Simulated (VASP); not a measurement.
# ZnO (zincite) (P6_3mc) in VASP: a series of runs

ZnO (zincite) is run at these levels: r2SCAN; tasks: relaxation of shape and atoms at fixed volume, relaxation of cell and atoms, single point.

All numbers are computed with VASP 6.6.1; they aren't measurements. Logs are shortened: lines on timing, memory, paths and dates and some standing lists are left out, and cuts for length are marked.

### 1 The cell of the first run

Symmetry: P6_3mc, No. 186, hexagonal system. Conventional cell: a = 3.267 Å, b = 3.267 Å, c = 5.263 Å, α = 90.00°, β = 90.00°, γ = 120.00°. Zn (site symmetry 3m) has 4 O at 1.99 to 2.00 Å within 2.6 Å. O (site symmetry 3m) has 4 Zn at 1.99 to 2.00 Å within 2.6 Å.

### 2 Relaxation of shape and atoms at fixed volume, r2SCAN (volume scaled by 1.03)

POSCAR

```
ZnO
1.0
    3.2672385742      0.0000000000      0.0000000000
   -1.6336192871      2.8295116055      0.0000000000
    0.0000000000      0.0000000000      5.2629599200
Zn O
2 2
Direct
    0.3333333333      0.6666666667      0.4996911392
    0.6666666667      0.3333333333     -0.0003088608
    0.6666666667      0.3333333333      0.3793188608
    0.3333333333      0.6666666667      0.8793188608
```

INCAR.step1

```
SYSTEM = ZnO
PREC = Accurate
ENCUT = 600
ISMEAR = 0
SIGMA = 0.02
LREAL = .FALSE.
LASPH = .TRUE.
NELM = 100
GGA = PE
ALGO = Normal
EDIFF = 1E-4
LWAVE = .TRUE.
LCHARG = .FALSE.
```

INCAR.step2

```
SYSTEM = ZnO
PREC = Accurate
ENCUT = 600
EDIFF = 1E-7
ISMEAR = 0
SIGMA = 0.02
LREAL = .FALSE.
LASPH = .TRUE.
NELM = 100
ALGO = Normal
ISIF = 4
LWAVE = .FALSE.
LCHARG = .FALSE.
METAGGA = R2SCAN
LMIXTAU = .TRUE.
IBRION = 2
NSW = 50
EDIFFG = -0.01
ISTART = 1
```

KPOINTS

```
Automatic mesh
0
G
  9 9 6
  0 0 0
```

Potentials or basis: VASP PAW PBE potentials, release 64 (Zn, O).

On the command line:

```sh
$ cat potpaw_PBE.64/Zn/POTCAR potpaw_PBE.64/O/POTCAR > POTCAR
$ cp INCAR.step1 INCAR
$ mpirun -np 1 vasp_std > vasp.out
$ cp INCAR.step2 INCAR
$ mpirun -np 1 vasp_std > vasp.out
```

OUTCAR:

```text
SYSTEM = ZnO
   PREC = Accurate
   ENCUT = 600
   EDIFF = 1E-7
   ISMEAR = 0
   LREAL = .FALSE.
   LASPH = .TRUE.
   NELM = 100
   ISIF = 4
   METAGGA = R2SCAN
   IBRION = 2
   NSW = 50
   EDIFFG = -0.01
   ISTART = 1

 ion  position               nearest neighbor table
   1  0.333  0.667  0.500-   3 1.99   3 1.99   3 1.99   4 2.00
   2  0.667  0.333  1.000-   4 1.99   4 1.99   4 1.99   3 2.00
   3  0.667  0.333  0.379-   1 1.99   1 1.99   1 1.99   2 2.00
   4  0.333  0.667  0.879-   2 1.99   2 1.99   2 1.99   1 2.00

  LATTYP: Found a hexagonal cell.
 ALAT       =     3.2672385742
 C/A-ratio  =     1.6108281659

  Lattice vectors:

 A1 = (   3.2672385742,   0.0000000000,   0.0000000000)
 A2 = (  -1.6336192871,   2.8295116055,   0.0000000000)
 A3 = (   0.0000000000,   0.0000000000,   5.2629599200)

Analysis of symmetry for initial positions (statically):
=====================================================================
 Subroutine PRICEL returns:
 Original cell was already a primitive cell.

 Routine SETGRP: Setting up the symmetry group for a
 hexagonal supercell.

 Subroutine GETGRP returns: Found 12 space group operations
 (whereof  6 operations were pure point group operations)
 out of a pool of 24 trial point group operations.

The static configuration has the point symmetry C_3v.
 The point group associated with its full space group is C_6v.

Analysis of symmetry for dynamics (positions and initial velocities):
=====================================================================
 Subroutine PRICEL returns:
 Original cell was already a primitive cell.

 Routine SETGRP: Setting up the symmetry group for a
 hexagonal supercell.

 Subroutine GETGRP returns: Found 12 space group operations
 (whereof  6 operations were pure point group operations)
 out of a pool of 24 trial point group operations.

The dynamic configuration has the point symmetry C_3v.
 The point group associated with its full space group is C_6v.

 Subroutine INISYM returns: Found 12 space group operations
 (whereof  6 operations are pure point group operations),
 and found     1 'primitive' translations

----------------------------------------------------------------------------------------

                                     Primitive cell

  volume of cell :      48.6544

  direct lattice vectors                    reciprocal lattice vectors
     3.267238574  0.000000000  0.000000000     0.306068864  0.176708941  0.000000000
    -1.633619287  2.829511606  0.000000000     0.000000000  0.353417882  0.000000000
     0.000000000  0.000000000  5.262959920     0.000000000  0.000000000  0.190007147

  length of vectors
     3.267238574  3.267238574  5.262959920     0.353417882  0.353417882  0.190007147

  position of ions in fractional coordinates (direct lattice)
     0.333333333  0.666666667  0.499691139
     0.666666667  0.333333333  0.999691139
     0.666666667  0.333333333  0.379318861
     0.333333333  0.666666667  0.879318861

  ion indices of the primitive-cell ions
   primitive index   ion index
                 1           1
                 2           2
                 3           3
                 4           4

----------------------------------------------------------------------------------------

 KPOINTS: Automatic mesh

Automatic generation of k-mesh.
 Grid dimensions read from file:
 generate k-points for:    9    9    6

 Generating k-lattice:

[... 58 lines left out ...]
   LASPH  =      T    aspherical Exc in radial PAW
   ENCUT  =  600.0 eV  44.10 Ry    6.64 a.u.   6.53  6.53 10.51*2*pi/ulx,y,z
   NELM   =    100;   NELMIN=  2; NELMDL=  0     # of ELM steps
   EDIFF  = 0.1E-06   stopping-criterion for ELM
   LREAL  =      F    real-space projection
   EDIFFG = -.1E-01   stopping-criterion for IOM
   NSW    =     50    number of steps for IOM
   IBRION =      2    ionic relax: 0-MD 1-quasi-New 2-CG
   NFREE  =      1    steps in history (QN), initial steepest desc. (CG)
   ISIF   =      4    stress and relaxation
   ISYM   =      2    0-nonsym 1-usesym 2-fastsym
   POTIM  = 0.5000    time-step for ionic-motion
   TEBEG  =    0.0;   TEEND  =   0.0 temperature during run
   PSTRESS=    0.0 pullay stress
   NELECT =      36.0000    total number of electrons
   NUPDOWN=      -1.0000    fix difference up-down
   EMIN   =  10.00;   EMAX   =-10.00  energy-range for DOS
   EFERMI =   0.00;   METHOD = LEGACY
   ISMEAR =     0;   SIGMA  =   0.02  broadening in eV -4-tet -1-fermi 0-gaus
   EFERMI_NEDOS =   21; number of points for ismear=-14 and -15
   IALGO  =     38    algorithm
   IMIX   =      4    mixing-type and parameters
     AMIX     =   0.40;   BMIX     =  1.00
     AMIX_MAG =   1.60;   BMIX_MAG =  1.00
  volume/ion in A,a.u.               =      12.16        82.08
  Fermi-wavevector in a.u.,A,eV,Ry     =   1.480704  2.798125 29.830554  2.192484
  Thomas-Fermi vector in A             =   2.594705
   LORBIT       =      0    0 simple, 1 ext, 2 COOP (PROOUT), +10 PAW based schemes
   METAGGA = R2SCAN    functional components
   LHFCALC =     F    Hartree Fock is set to
   AEXX    =    0.0000 exact exchange contribution
   IVDW    =     0    specifies the selected vdW correction
   LEPSILON=     F    determine dielectric tensor
   LRPA    =     F    only Hartree local field effects (RPA)
 conjugate gradient relaxation of ions
 non-spin polarized calculation
 Gauss-broadening in eV      SIGMA  =   0.02
  energy-cutoff  :      600.00
  volume of cell :       48.65
 maximum number of plane-waves:      1653
 NGX is ok and might be reduce to    28
   NGX = 13   NGY = 13   NGZ = 21

--------------------------------------- Ionic step        1  -------------------------------------------

 number of electron      36.0000015 magnetization

 Free energy of the ion-electron system (eV)
  ---------------------------------------------------
  ext. energy  EPLUGINS =         0.00000000
  ---------------------------------------------------
  free energy    TOTEN  =       -36.31230782 eV

  energy without entropy =      -36.31230782  energy(sigma->0) =      -36.31230782

------------------------ aborting loop because EDIFF is reached ----------------------------------------

  FORCE on cell =-STRESS in cart. coord.  units (eV):
  Direction    XX          YY          ZZ          XY          YZ          ZX
  --------------------------------------------------------------------------------------
  -------------------------------------------------------------------------------------
  Total       -1.0528666     -1.0528666     -1.0671977      0.0000000      0.0000000      0.0000000
  in kB      -34.6706131    -34.6706131    -35.1425330      0.0000000      0.0000000      0.0000000
  external PRESSURE =     -34.8279197 kB  Pullay stress =       0.0000000 kB

 VOLUME and BASIS-vectors are now :
 -----------------------------------------------------------------------------
  energy-cutoff  :      600.00
  volume of cell :       48.65
      direct lattice vectors                 reciprocal lattice vectors
     3.267238574  0.000000000  0.000000000     0.306068864  0.176708941  0.000000000
    -1.633619287  2.829511606  0.000000000     0.000000000  0.353417882  0.000000000
     0.000000000  0.000000000  5.262959920     0.000000000  0.000000000  0.190007147

 POSITION                                       TOTAL-FORCE (eV/Angst)
 -----------------------------------------------------------------------------------
     -0.00000      1.88634      2.62985         0.000000      0.000000      0.014027
      1.63362      0.94317      5.26133         0.000000     -0.000000      0.014027
      1.63362      0.94317      1.99634         0.000000      0.000000     -0.014027
     -0.00000      1.88634      4.62782        -0.000000      0.000000     -0.014027
 -----------------------------------------------------------------------------------
    total drift:                                0.000000      0.000001      0.087190

  FREE ENERGIE OF THE ION-ELECTRON SYSTEM (eV)
  ---------------------------------------------------
  free  energy   TOTEN  =       -36.3123078193 eV

  energy  without entropy=      -36.3123078193  energy(sigma->0) =      -36.31230782

--------------------------------------- Ionic step        2  -------------------------------------------

 number of electron      36.0000015 magnetization

 Free energy of the ion-electron system (eV)
  ---------------------------------------------------
  ext. energy  EPLUGINS =         0.00000000
  ---------------------------------------------------
  free energy    TOTEN  =       -36.31233337 eV

  energy without entropy =      -36.31233337  energy(sigma->0) =      -36.31233337

 E-fermi :   0.7551     XC(G=0): -11.5344

 val. band max:        0.6475170709   @ k =   0.0000   0.0000   0.0000
 cond. band min:       1.8373975186   @ k =   0.0000   0.0000   0.0000
 fundamental gap:      1.1898804477
 Fermi energy:         0.7551178866

 k-point     1 :       0.0000    0.0000    0.0000
  band No.  band energies     occupation
      1     -18.2551      2.00000
      2     -17.6015      2.00000
      3      -5.0627      2.00000
      4      -5.0626      2.00000
      5      -5.0165      2.00000
      6      -4.8717      2.00000
[... 589 lines left out ...]
     21       8.9586      0.00000
     22       9.2338      0.00000

 [... further k-points ...]
[... 5 lines left out ...]
  --------------------------------------------------------------------------------------
  -------------------------------------------------------------------------------------
  Total       -1.0699669     -1.0699669     -1.0394684      0.0000000     -0.0000000      0.0000000
  in kB      -35.2337245    -35.2337245    -34.2294171      0.0000000     -0.0000000      0.0000000
  external PRESSURE =     -34.8989554 kB  Pullay stress =       0.0000000 kB

 VOLUME and BASIS-vectors are now :
 -----------------------------------------------------------------------------
  energy-cutoff  :      600.00
  volume of cell :       48.65
      direct lattice vectors                 reciprocal lattice vectors
     3.267426825  0.000000000  0.000000000     0.306051230  0.176698760 -0.000000000
    -1.633713412  2.829674635  0.000000000     0.000000000  0.353397521 -0.000000000
     0.000000000  0.000000000  5.262353494     0.000000000  0.000000000  0.190029043

 POSITION                                       TOTAL-FORCE (eV/Angst)
 -----------------------------------------------------------------------------------
     -0.00000      1.88645      2.63023         0.000000     -0.000000      0.004763
      1.63371      0.94322      5.26140        -0.000000      0.000000      0.004763
      1.63371      0.94322      1.99543        -0.000000      0.000000     -0.004763
     -0.00000      1.88645      4.62661         0.000000      0.000000     -0.004763
 -----------------------------------------------------------------------------------
    total drift:                                0.000000      0.000001      0.089234

  FREE ENERGIE OF THE ION-ELECTRON SYSTEM (eV)
  ---------------------------------------------------
  free  energy   TOTEN  =       -36.3123333713 eV

  energy  without entropy=      -36.3123333713  energy(sigma->0) =      -36.31233337

 reached required accuracy - stopping structural energy minimisation
```

Run time: 5 min. Hardware: 1 thread of Intel Xeon Platinum 8375C at 2.90GHz (Ice Lake), shared host; peak memory 0.22 GiB.

Results:

| Quantity | Value |
| --- | --- |
| Free energy | -36.3123 eV |
| Energy gained by relaxing | 0.0 meV/atom |
| Ionic steps | 2 |
| Pressure after relaxing | -3.5 GPa |
| Largest force after relaxing | 0.005 eV/Å |
| Band gap on the k mesh | 1.19 eV, direct |

Forces in eV/Å, atoms in the order of the input:
```
Zn   0.000  0.000  0.005
Zn   0.000  0.000  0.005
O    0.000  0.000 -0.005
O    0.000  0.000 -0.005
```

Final structure:
```
Zn O
1.0
     3.26743    0.00000    0.00000
    -1.63371    2.82967    0.00000
     0.00000    0.00000    5.26235
Zn O
2 2
Direct
  0.33333 0.66667 0.49982
  0.66667 0.33333 0.99982
  0.66667 0.33333 0.37919
  0.33333 0.66667 0.87919
```

Levels at points of the mesh, in eV from the valence-band top:
| k point | band 15 | band 16 | band 17 | band 18 | band 19 | band 20 | band 21 | band 22 |
| --- | --- | --- | --- | --- | --- | --- | --- | --- |
| (0.00, 0.00, 0.00) | -0.78 | -0.08 | 0.00 | 0.00 | 1.19 | 5.76 | 8.73 | 13.58 |
| (0.00, 0.00, 0.50) | -0.39 | -0.39 | -0.39 | -0.39 | 3.86 | 3.86 | 10.70 | 10.70 |

Caveat: the PAW data sets were made with another functional, which shifts forces and pressure a little.

[end of part 1 of 2]
